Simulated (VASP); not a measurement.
# CaF2 (Fm-3m) in VASP: single point with PBE0

Aim: the single point of CaF2 with PBE0.

All numbers are computed with VASP 6.6.1; they aren't measurements. Logs are shortened: lines on timing, memory, paths and dates and some standing lists are left out, and cuts for length are marked.

**1. The cell of the first run**

The structure is cubic, space group Fm-3m (No. 225). Conventional cell: a = 5.439 Å, b = 5.439 Å, c = 5.439 Å, α = 90.00°, β = 90.00°, γ = 90.00°. Ca (site symmetry m-3m) has 8 F at 2.36 Å within 3.1 Å. Within 3.1 Å of F (site symmetry -43m) lie 4 Ca at 2.36 Å and 6 F at 2.72 Å.

**2. Single point, PBE0**

POSCAR

```
CaF2
1.0
    0.0000000000      2.7195928861      2.7195928861
    2.7195928861      0.0000000000      2.7195928861
    2.7195928861      2.7195928861      0.0000000000
Ca F
1 2
Direct
    0.0000000000      0.0000000000      0.0000000000
    0.2500000000      0.2500000000      0.2500000000
    0.7500000000      0.7500000000      0.7500000000
```

INCAR.step1

```
PREC = Accurate
ENCUT = 520
EDIFF = 1E-5
ISMEAR = 0
SIGMA = 0.01
LREAL = False
LASPH = True
NELM = 120
ALGO = Normal
ISIF = 2
LWAVE = True
NBANDS = 19
GGA = PE
GGA_COMPAT = False
```

INCAR.step2

```
PREC = Accurate
ENCUT = 520
EDIFF = 1E-6
ISMEAR = 0
SIGMA = 0.01
LREAL = False
LASPH = True
NELM = 120
ALGO = Normal
ISIF = 2
LWAVE = False
LCHARG = True
GGA = PE
LHFCALC = True
AEXX = 0.25
PRECFOCK = Normal
LELF = True
LVHAR = True
NBANDS = 19
ISTART = 1
GGA_COMPAT = False
```

KPOINTS

```
regular mesh
0
Gamma
  6 6 6
```

Potentials or basis: VASP PAW PBE potentials, release 64 (Ca_sv, F).

The run is started by

```bash
$ cat potpaw_PBE.64/Ca_sv/POTCAR potpaw_PBE.64/F/POTCAR > POTCAR
$ cp INCAR.step1 INCAR
$ mpirun -np 1 vasp_std > vasp.out
$ cp INCAR.step2 INCAR
$ mpirun -np 1 vasp_std > vasp.out
```

OUTCAR:

```text
PREC = Accurate
   ENCUT = 520
   EDIFF = 1E-6
   ISMEAR = 0
   LREAL = False
   LASPH = True
   NELM = 120
   ISIF = 2
   GGA = PE
   LHFCALC = True
   AEXX = 0.25
   PRECFOCK = Normal
   ISTART = 1

 ion  position               nearest neighbor table
   1  0.000  0.000  0.000-   2 2.36   3 2.36   3 2.36   3 2.36   3 2.36   2 2.36   2 2.36   2 2.36

   2  0.250  0.250  0.250-   1 2.36   1 2.36   1 2.36   1 2.36
   3  0.750  0.750  0.750-   1 2.36   1 2.36   1 2.36   1 2.36

  LATTYP: Found a face centered cubic cell.
 ALAT       =     5.4391857722

  Lattice vectors:

 A1 = (   0.0000000000,   2.7195928861,   2.7195928861)
 A2 = (   2.7195928861,   0.0000000000,   2.7195928861)
 A3 = (   2.7195928861,   2.7195928861,   0.0000000000)

Analysis of symmetry for initial positions (statically):
=====================================================================
 Subroutine PRICEL returns:
 Original cell was already a primitive cell.

 Routine SETGRP: Setting up the symmetry group for a
 face centered cubic supercell.

 Subroutine GETGRP returns: Found 48 space group operations
 (whereof 48 operations were pure point group operations)
 out of a pool of 48 trial point group operations.

The static configuration has the point symmetry O_h .

Analysis of symmetry for dynamics (positions and initial velocities):
=====================================================================
 Subroutine PRICEL returns:
 Original cell was already a primitive cell.

 Routine SETGRP: Setting up the symmetry group for a
 face centered cubic supercell.

 Subroutine GETGRP returns: Found 48 space group operations
 (whereof 48 operations were pure point group operations)
 out of a pool of 48 trial point group operations.

The dynamic configuration has the point symmetry O_h .

 Subroutine INISYM returns: Found 48 space group operations
 (whereof 48 operations are pure point group operations),
 and found     1 'primitive' translations

----------------------------------------------------------------------------------------

                                     Primitive cell

  volume of cell :      40.2292

  direct lattice vectors                    reciprocal lattice vectors
     0.000000000  2.719592886  2.719592886    -0.183851047  0.183851047  0.183851047
     2.719592886  0.000000000  2.719592886     0.183851047 -0.183851047  0.183851047
     2.719592886  2.719592886  0.000000000     0.183851047  0.183851047 -0.183851047
[... 84 lines left out ...]
   ISYM   =      3    0-nonsym 1-usesym 2-fastsym
   POTIM  = 0.5000    time-step for ionic-motion
   TEBEG  =    0.0;   TEEND  =   0.0 temperature during run
   PSTRESS=    0.0 pullay stress
   NELECT =      24.0000    total number of electrons
   NUPDOWN=      -1.0000    fix difference up-down
   EMIN   =  10.00;   EMAX   =-10.00  energy-range for DOS
   EFERMI =   0.00;   METHOD = LEGACY
   ISMEAR =     0;   SIGMA  =   0.01  broadening in eV -4-tet -1-fermi 0-gaus
   EFERMI_NEDOS =   21; number of points for ismear=-14 and -15
   IALGO  =     38    algorithm
   IMIX   =      1    mixing-type and parameters
     AMIX     =   0.40;   BMIX     =  1.00
     AMIX_MAG =   1.60;   BMIX_MAG =  1.00
  volume/ion in A,a.u.               =      13.41        90.49
  Fermi-wavevector in a.u.,A,eV,Ry     =   1.378155  2.604335 25.841692  1.899311
  Thomas-Fermi vector in A             =   2.503242
   LORBIT       =      0    0 simple, 1 ext, 2 COOP (PROOUT), +10 PAW based schemes
   GGA     = PE    functional components
   LHFCALC =     T    Hartree Fock is set to
   PRECFOCK=normal    Normal, Fast or Accurate (Low or Medium for compatibility)
   ENCUT4O =  -1.0   cutoff for four orbital integrals eV
   NKREDX  =     1    reduce k-point grid by
   NKREDY  =     1    reduce k-point grid by
   NKREDZ  =     1    reduce k-point grid by
   AEXX    =    0.2500 exact exchange contribution
   HFSCREEN=    0.0000 screening length (either q_TF or 0.3 A-1)
   HFSCREENC=   0.0000 screening length for correlation (either q_TF or 0.3 A-1)
   ENCUTFOCK=  -1.0 apply spherical cutoff to Coloumb kernel
   IVDW    =     0    specifies the selected vdW correction
   LEPSILON=     F    determine dielectric tensor
   LRPA    =     F    only Hartree local field effects (RPA)
 non-spin polarized calculation
 Gauss-broadening in eV      SIGMA  =   0.01
  energy-cutoff  :      520.00
  volume of cell :       40.23
 maximum number of plane-waves:      1106
 NGX is ok and might be reduce to    30
  NGX = 24; NGY = 24; NGZ = 24

 number of electron      23.9999983 magnetization

 Free energy of the ion-electron system (eV)
  ---------------------------------------------------
  ext. energy  EPLUGINS =         0.00000000
  ---------------------------------------------------
  free energy    TOTEN  =       -21.31033134 eV

  energy without entropy =      -21.31033134  energy(sigma->0) =      -21.31033134

 E-fermi :  -2.8456     XC(G=0):  -7.5705

 val. band max:       -2.9233595793   @ k =   0.5000   0.5000   0.0000
 cond. band min:       7.2626889344   @ k =   0.0000   0.0000   0.0000
 fundamental gap:     10.1860485137
 Fermi energy:        -2.8455910433

 k-point     1 :       0.0000    0.0000    0.0000
  band No.  band energies     occupation
      1     -40.9172      2.00000
      2     -24.5016      2.00000
      3     -23.6783      2.00000
      4     -20.3795      2.00000
      5     -20.3795      2.00000
      6     -20.3795      2.00000
[... 329 lines left out ...]
      6     -19.9188      2.00000
[... 11 lines left out ...]
     18      15.0356      0.00000
     19      15.0722      0.00000

------------------------ aborting loop because EDIFF is reached ----------------------------------------

  FORCE on cell =-STRESS in cart. coord.  units (eV):
  Direction    XX          YY          ZZ          XY          YZ          ZX
  --------------------------------------------------------------------------------------
  -------------------------------------------------------------------------------------
  Total        0.4092178      0.4092178      0.4092178      0.0000000      0.0000000      0.0000000
  in kB       16.2975906     16.2975906     16.2975906      0.0000000      0.0000000      0.0000000
  external PRESSURE =      16.2975906 kB  Pullay stress =       0.0000000 kB

 VOLUME and BASIS-vectors are now :
 -----------------------------------------------------------------------------
  energy-cutoff  :      520.00
  volume of cell :       40.23
      direct lattice vectors                 reciprocal lattice vectors
     0.000000000  2.719592886  2.719592886    -0.183851047  0.183851047  0.183851047
     2.719592886  0.000000000  2.719592886     0.183851047 -0.183851047  0.183851047
     2.719592886  2.719592886  0.000000000     0.183851047  0.183851047 -0.183851047

 POSITION                                       TOTAL-FORCE (eV/Angst)
 -----------------------------------------------------------------------------------
      0.00000      0.00000      0.00000         0.000000      0.000000      0.000000
      1.35980      1.35980      1.35980         0.000000      0.000000      0.000000
      4.07939      4.07939      4.07939        -0.000000     -0.000000     -0.000000
 -----------------------------------------------------------------------------------
    total drift:                                0.000000     -0.000000     -0.000000

  FREE ENERGIE OF THE ION-ELECTRON SYSTEM (eV)
  ---------------------------------------------------
  free  energy   TOTEN  =       -21.3103313378 eV

  energy  without entropy=      -21.3103313378  energy(sigma->0) =      -21.31033134
```

OSZICAR.step1:

```text
N       E                     dE             d eps       ncg     rms          rms(c)
DAV:   1     0.206322222151E+03    0.20632E+03   -0.13471E+04   608   0.128E+03
DAV:   2    -0.870277567037E+01   -0.21502E+03   -0.20853E+03   750   0.345E+02
DAV:   3    -0.182935816475E+02   -0.95908E+01   -0.95556E+01   673   0.775E+01
DAV:   4    -0.186180250134E+02   -0.32444E+00   -0.32387E+00   974   0.111E+01
DAV:   5    -0.186202677877E+02   -0.22428E-02   -0.22426E-02   676   0.105E+00    0.800E+00
DAV:   6    -0.172967281933E+02    0.13235E+01   -0.54580E+00   656   0.161E+01    0.297E+00
DAV:   7    -0.172957512284E+02    0.97696E-03   -0.11493E-01   715   0.336E+00    0.171E+00
DAV:   8    -0.173151483949E+02   -0.19397E-01   -0.39621E-02   663   0.215E+00    0.226E-01
DAV:   9    -0.173172401893E+02   -0.20918E-02   -0.71356E-03   717   0.642E-01    0.127E-01
DAV:  10    -0.173180914320E+02   -0.85124E-03   -0.17816E-03   641   0.328E-01    0.244E-02
DAV:  11    -0.173181066834E+02   -0.15251E-04   -0.16019E-04   712   0.989E-02    0.156E-02
DAV:  12    -0.173181057374E+02    0.94604E-06   -0.18494E-05   557   0.444E-02
   1 F= -.17318106E+02 E0= -.17318106E+02  d E =-.517707E-63
```

Run time: 1.8 h. Hardware: 1 thread of Intel Xeon Platinum 8259CL at 2.50GHz (Skylake/Cascade Lake), shared host; peak memory 0.2 GiB.

What came out:

```
Free energy            : -21.3103 eV
Pressure               : 1.6 GPa
Band gap on the k mesh : 10.19 eV (least direct gap 10.46 eV)
```

Caveat: the PAW data sets were made with another functional, which shifts forces and pressure a little. A k mesh can miss the band edges.
